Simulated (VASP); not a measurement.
The system is C.

```
C
1.0
     0.00000    2.05502    1.33577
     2.05502    0.00000    1.33577
     2.05502    2.05502    0.00000
C
2
Cartesian
  2.0550 2.0550 1.3358
  3.0825 3.0825 2.0036
```

This cell differs from its parent crystal: ratio of the length along z to the lengths across it x 0.65, volume and fractional coordinates fixed.

Base run:

| Property | Result |
| --- | --- |
| Program | VASP 6.6.1 |
| Functional | r2SCAN |
| Potentials or basis | VASP PAW PBE potentials, release 64 (C_h) |
| Cutoff | 910 eV |
| k mesh | 12 × 12 × 12 |
| Occupations | gaussian, width 0.05 eV |
| Spin | no spin polarisation |

Its results: band gap on the k mesh zero (band 4 reaches 14.53 eV, above the bottom of band 5 at 9.16 eV); pressure 1.5 GPa.

Problem. The run is repeated on the same cell with these changes: potentials or basis from VASP PAW PBE potentials, release 64 (C_h) to VASP PAW PBE potentials, release 64 (C); cutoff from 910 eV to 520 eV. What comes out?

Solution. Band gap on the k mesh zero (band 4 reaches 13.31 eV, above the bottom of band 5 at 7.93 eV); pressure 3.2 GPa.

Caveats: the PAW data sets were made with another functional, which shifts forces and pressure a little; the cutoff is under 1.25 times the usual one of these potentials, so pressure, stress and relaxed cells hold a basis-set (Pulay) error (some runs).
